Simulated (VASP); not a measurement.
# W (I4/mmm) in VASP: single point with PBE

Aim: the single point of W with PBE.

Everything below comes from runs of VASP 6.6.1. Logs are shortened: lines on timing, memory, paths and dates and some standing lists are left out, and cuts for length are marked.

## Step 1: The cell of the first run

Symmetry: I4/mmm, No. 139, tetragonal system. Conventional cell: a = 3.099 Å, b = 3.099 Å, c = 3.195 Å, α = 90.00°, β = 90.00°, γ = 90.00°. Within 3.6 Å of W (site symmetry 4/mmm) lie 14 W at 2.71 to 3.19 Å.

## Step 2: Single point, PBE (strain -0.030 along x and y, +0.000 along z)

INCAR

```
SYSTEM = W
ALGO = Fast ; EDIFF = 1E-7
ENCUT = 520 ; GGA = PE
ISIF = 2 ; ISMEAR = 0
LASPH = .True. ; LCHARG = .False.
LREAL = .False. ; LWAVE = .False.
NBANDS = 13 ; NELM = 60
PREC = Accurate ; SIGMA = 0.15
```

KPOINTS

```
k-points
0
Gamma
  20 20 20
  0 0 0
```

POSCAR

```
W
1.0
   -1.5493810000      1.5493810000      1.5973000000
    1.5493810000     -1.5493810000      1.5973000000
    1.5493810000      1.5493810000     -1.5973000000
W
1
Direct
    0.0000000000      0.0000000000      0.0000000000
```

Potentials or basis: VASP PAW PBE potentials, release 64 (W_sv).

Run with:

```bash
cat potpaw_PBE.64/W_sv/POTCAR > POTCAR
mpirun -np 1 vasp_std > vasp.out
```

OUTCAR:

```text
SYSTEM = W
   EDIFF = 1E-7
   ENCUT = 520
   GGA = PE
   ISIF = 2
   ISMEAR = 0
   LASPH = .True.
   LREAL = .False.
   NELM = 60
   PREC = Accurate

 ion  position               nearest neighbor table
   1  0.000  0.000  0.000-

  LATTYP: Found a body centered tetragonal cell.
 ALAT       =     3.0987620000
 C/A-ratio  =     1.0309278351

  Lattice vectors:

 A1 = (  -1.5493810000,   1.5493810000,   1.5973000000)
 A2 = (   1.5493810000,  -1.5493810000,   1.5973000000)
 A3 = (   1.5493810000,   1.5493810000,  -1.5973000000)

Analysis of symmetry for initial positions (statically):
=====================================================================
 Subroutine PRICEL returns:
 Original cell was already a primitive cell.

 Routine SETGRP: Setting up the symmetry group for a
 body centered tetragonal supercell.

 Subroutine GETGRP returns: Found 16 space group operations
 (whereof 16 operations were pure point group operations)
 out of a pool of 16 trial point group operations.

The static configuration has the point symmetry D_4h.

Analysis of symmetry for dynamics (positions and initial velocities):
=====================================================================
 Subroutine PRICEL returns:
 Original cell was already a primitive cell.

 Routine SETGRP: Setting up the symmetry group for a
 body centered tetragonal supercell.

 Subroutine GETGRP returns: Found 16 space group operations
 (whereof 16 operations were pure point group operations)
 out of a pool of 16 trial point group operations.

The dynamic configuration has the point symmetry D_4h.

 Subroutine INISYM returns: Found 16 space group operations
 (whereof 16 operations are pure point group operations),
 and found     1 'primitive' translations

----------------------------------------------------------------------------------------

                                     Primitive cell

  volume of cell :      15.3378

  direct lattice vectors                    reciprocal lattice vectors
    -1.549381000  1.549381000  1.597300000     0.000000000  0.322709521  0.313028235
     1.549381000 -1.549381000  1.597300000     0.322709521  0.000000000  0.313028235
     1.549381000  1.549381000 -1.597300000     0.322709521  0.322709521  0.000000000

  length of vectors
     2.711554952  2.711554952  2.711554952     0.449586600  0.449586600  0.456380181

  position of ions in fractional coordinates (direct lattice)
     0.000000000  0.000000000  0.000000000

  ion indices of the primitive-cell ions
   primitive index   ion index
                 1           1

----------------------------------------------------------------------------------------

 KPOINTS: k-points

Automatic generation of k-mesh.
 Grid dimensions read from file:
 generate k-points for:   20   20   20

 Generating k-lattice:

  Cartesian coordinates                     Fractional coordinates (reciprocal lattice)
     0.000000000  0.016135476  0.015651412     0.050000000  0.000000000  0.000000000
     0.016135476  0.000000000  0.015651412     0.000000000  0.050000000  0.000000000
     0.016135476  0.016135476  0.000000000     0.000000000  0.000000000  0.050000000

  Length of vectors
     0.022479330  0.022479330  0.022819009

  Shift w.r.t. Gamma in fractional coordinates (k-lattice)
     0.000000000  0.000000000  0.000000000

 Subroutine IBZKPT returns following result:
 ===========================================

 Found    641 irreducible k-points:

 Following reciprocal coordinates:
            Coordinates               Weight
  0.000000  0.000000  0.000000      1.000000
  0.050000  0.000000 -0.000000      8.000000
  0.100000 -0.000000  0.000000      8.000000
  0.150000  0.000000  0.000000      8.000000
  0.200000 -0.000000  0.000000      8.000000
  0.250000  0.000000  0.000000      8.000000
[... 16 lines left out ...]
 -0.400000  0.050000 -0.000000     16.000000
 -0.350000  0.050000 -0.000000     16.000000
 [... further k-points ...]
   k-points           NKPTS =    641   k-points in BZ     NKDIM =    641   number of bands    NBANDS=     13
   number of dos      NEDOS =    301   number of ions     NIONS =      1
   total plane-waves  NPLWV =   8000
   dimension x,y,z NGX =    20 NGY =   20 NGZ =   20
   dimension x,y,z NGXF=    40 NGYF=   40 NGZF=   40
   ions per type =               1
   NGX,Y,Z   is equivalent  to a cutoff of  12.26, 12.26, 12.26 a.u.
   NGXF,Y,Z  is equivalent  to a cutoff of  24.52, 24.52, 24.52 a.u.
 SYSTEM =  W
   PREC   = accura    normal or accurate (medium, high low for compatibility)
   ISTART =      0    job   : 0-new  1-cont  2-samecut
   ICHARG =      2    charge: 1-file 2-atom 10-const
   ISPIN  =      1    spin polarized calculation?
   LNONCOLLINEAR =      F non collinear calculations
   LSORBIT =      F    spin-orbit coupling
   LASPH  =      T    aspherical Exc in radial PAW
   ENCUT  =  520.0 eV  38.22 Ry    6.18 a.u.   5.04  5.04  5.04*2*pi/ulx,y,z
   NELM   =     60;   NELMIN=  2; NELMDL= -5     # of ELM steps
   EDIFF  = 0.1E-06   stopping-criterion for ELM
   LREAL  =      F    real-space projection
   EDIFFG = 0.1E-05   stopping-criterion for IOM
   NSW    =      0    number of steps for IOM
   IBRION =     -1    ionic relax: 0-MD 1-quasi-New 2-CG
   NFREE  =      0    steps in history (QN), initial steepest desc. (CG)
   ISIF   =      2    stress and relaxation
   ISYM   =      2    0-nonsym 1-usesym 2-fastsym
   POTIM  = 0.5000    time-step for ionic-motion
   TEBEG  =    0.0;   TEEND  =   0.0 temperature during run
   PSTRESS=    0.0 pullay stress
   NELECT =      14.0000    total number of electrons
   NUPDOWN=      -1.0000    fix difference up-down
   EMIN   =  10.00;   EMAX   =-10.00  energy-range for DOS
   EFERMI =   0.00;   METHOD = LEGACY
   ISMEAR =     0;   SIGMA  =   0.15  broadening in eV -4-tet -1-fermi 0-gaus
   EFERMI_NEDOS =   21; number of points for ismear=-14 and -15
   IALGO  =     68    algorithm
   IMIX   =      4    mixing-type and parameters
     AMIX     =   0.40;   BMIX     =  1.00
     AMIX_MAG =   1.60;   BMIX_MAG =  1.00
  volume/ion in A,a.u.               =      15.34       103.50
  Fermi-wavevector in a.u.,A,eV,Ry     =   1.588046  3.000973 34.312417  2.521891
  Thomas-Fermi vector in A             =   2.687110
   LORBIT       =      0    0 simple, 1 ext, 2 COOP (PROOUT), +10 PAW based schemes
   GGA     = PE    functional components
   LHFCALC =     F    Hartree Fock is set to
   AEXX    =    0.0000 exact exchange contribution
   IVDW    =     0    specifies the selected vdW correction
   LEPSILON=     F    determine dielectric tensor
   LRPA    =     F    only Hartree local field effects (RPA)
 non-spin polarized calculation
 RMM-DIIS sequential band-by-band and
 Gauss-broadening in eV      SIGMA  =   0.15
  energy-cutoff  :      520.00
  volume of cell :       15.34
 maximum number of plane-waves:       426
   NGX = 11   NGY = 11   NGZ = 11

 number of electron      14.0000003 magnetization

 Free energy of the ion-electron system (eV)
  ---------------------------------------------------
  ext. energy  EPLUGINS =         0.00000000
  ---------------------------------------------------
  free energy    TOTEN  =       -12.90528432 eV

  energy without entropy =      -12.90107274  energy(sigma->0) =      -12.90317853

 E-fermi :  11.9658     XC(G=0): -13.8289

 val. band max:       11.9646569169   @ k =  -0.2500   0.3500   0.2500
 cond. band min:      11.9791228613   @ k =  -0.2000  -0.4500   0.2000
 fundamental gap:      0.0144659444
 Fermi energy:        11.9658481455

 k-point     1 :       0.0000    0.0000    0.0000
  band No.  band energies     occupation
      1     -62.2166      2.00000
      2     -25.7346      2.00000
      3     -25.7222      2.00000
      4     -25.7222      2.00000
      5       2.1088      2.00000
      6      10.5126      2.00000
      7      10.5126      2.00000
      8      10.9258      2.00000
      9      13.9751      0.00000
     10      14.5347      0.00000
     11      26.1336      0.00000
     12      26.7290      0.00000
     13      26.7290      0.00000

 k-point     2 :       0.0500    0.0000   -0.0000
  band No.  band energies     occupation
      1     -62.2129      2.00000
      2     -25.7676      2.00000
      3     -25.7337      2.00000
      4     -25.7276      2.00000
      5       2.2344      2.00000
      6      10.4992      2.00000
      7      10.5187      2.00000
      8      10.9646      2.00000
      9      13.8802      0.00000
     10      14.4969      0.00000
     11      26.3434      0.00000
     12      26.9401      0.00000
     13      26.9490      0.00000

 k-point     3 :       0.1000   -0.0000    0.0000
  band No.  band energies     occupation
      1     -62.2021      2.00000
      2     -25.8773      2.00000
      3     -25.7668      2.00000
      4     -25.7284      2.00000
      5       2.5990      2.00000
      6      10.3900      2.00000
      7      10.4403      2.00000
      8      11.2401      2.00000
      9      13.6369      0.00000
     10      14.4389      0.00000
     11      26.7635      0.00000
     12      27.5576      0.00000
     13      27.6623      0.00000

 k-point     4 :       0.1500    0.0000    0.0000
  band No.  band energies     occupation
      1     -62.1852      2.00000
      2     -26.0460      2.00000
      3     -25.8181      2.00000
      4     -25.7286      2.00000
      5       3.1645      2.00000
      6      10.1052      2.00000
      7      10.2994      2.00000
      8      11.8014      1.87890
      9      13.4050      0.00000
     10      14.4123      0.00000
     11      27.1367      0.00000
     12      28.5402      0.00000
     13      28.6432      0.00000

 k-point     5 :       0.2000   -0.0000    0.0000
  band No.  band energies     occupation
      1     -62.1638      2.00000
      2     -26.2538      2.00000
      3     -25.8820      2.00000
      4     -25.7288      2.00000
      5       3.8591      2.00000
      6       9.7505      2.00000
      7      10.0930      2.00000
      8      12.5922      0.00000
      9      13.3362      0.00000
     10      14.4305      0.00000
     11      27.2005      0.00000
     12      29.2342      0.00000
     13      29.8351      0.00000
[... 257 lines left out ...]
 k-point    22 :      -0.4500    0.0500    0.0000
  band No.  band energies     occupation
      1     -62.0698      2.00000
      2     -27.0858      2.00000
      3     -26.1590      2.00000
      4     -25.7457      2.00000
      5       5.5555      2.00000
      6       8.4627      2.00000
      7      11.6692      1.99483
      8      13.9862      0.00000
      9      15.2043      0.00000
     10      17.7058      0.00000
     11      24.0533      0.00000
     12      24.1347      0.00000
     13      30.3742      0.00000

 k-point    23 :      -0.4000    0.0500   -0.0000
  band No.  band energies     occupation
      1     -62.0839      2.00000
      2     -26.9666      2.00000
      3     -26.1168      2.00000
      4     -25.7460      2.00000
      5       5.5481      2.00000
      6       8.6362      2.00000
      7      10.8650      2.00000
      8      13.8693      0.00000
      9      15.0547      0.00000
     10      16.6398      0.00000
     11      24.7548      0.00000
     12      25.2356      0.00000
     13      31.8726      0.00000

 k-point    24 :      -0.3500    0.0500   -0.0000
  band No.  band energies     occupation
      1     -62.1032      2.00000
      2     -26.7994      2.00000
      3     -26.0584      2.00000
      4     -25.7462      2.00000
      5       5.3888      2.00000
      6       8.8876      2.00000
      7      10.1956      2.00000
      8      13.6462      0.00000
      9      14.8805      0.00000
     10      15.4368      0.00000
     11      25.6166      0.00000
     12      26.6583      0.00000
     13      33.4769      0.00000

 [... further k-points ...]

------------------------ aborting loop because EDIFF is reached ----------------------------------------

  FORCE on cell =-STRESS in cart. coord.  units (eV):
  Direction    XX          YY          ZZ          XY          YZ          ZX
  --------------------------------------------------------------------------------------
  -------------------------------------------------------------------------------------
  Total        2.0725068      2.0725068      1.0095461      0.0000000      0.0000000     -0.0000000
  in kB      216.4928758    216.4928758    105.4566079      0.0000000      0.0000000     -0.0000000
  external PRESSURE =     179.4807865 kB  Pullay stress =       0.0000000 kB

 VOLUME and BASIS-vectors are now :
 -----------------------------------------------------------------------------
  energy-cutoff  :      520.00
  volume of cell :       15.34
      direct lattice vectors                 reciprocal lattice vectors
    -1.549381000  1.549381000  1.597300000     0.000000000  0.322709521  0.313028235
     1.549381000 -1.549381000  1.597300000     0.322709521  0.000000000  0.313028235
     1.549381000  1.549381000 -1.597300000     0.322709521  0.322709521  0.000000000

 POSITION                                       TOTAL-FORCE (eV/Angst)
 -----------------------------------------------------------------------------------
      0.00000      0.00000      0.00000         0.000000      0.000000     -0.000000
 -----------------------------------------------------------------------------------
    total drift:                                0.000000     -0.000000     -0.000000

  FREE ENERGIE OF THE ION-ELECTRON SYSTEM (eV)
  ---------------------------------------------------
  free  energy   TOTEN  =       -12.9052843173 eV

  energy  without entropy=      -12.9010727355  energy(sigma->0) =      -12.90317853
```

It took 2.8 min on 1 thread of AMD EPYC 7R43 (Zen 3), shared host; peak memory 0.18 GiB.

What came out:

| Item | Value |
| --- | --- |
| Free energy | -12.9053 eV |
| Pressure | 17.9 GPa |
| Band gap on the k mesh | zero (bands 7 and 8 overlap by 6.36 eV) |

Caveat: the cell differs from its parent crystal (strain -0.030 along x and y, +0.000 along z); the cell stands under pressure; spin-orbit coupling is left out, which moves the levels of the heavy elements.
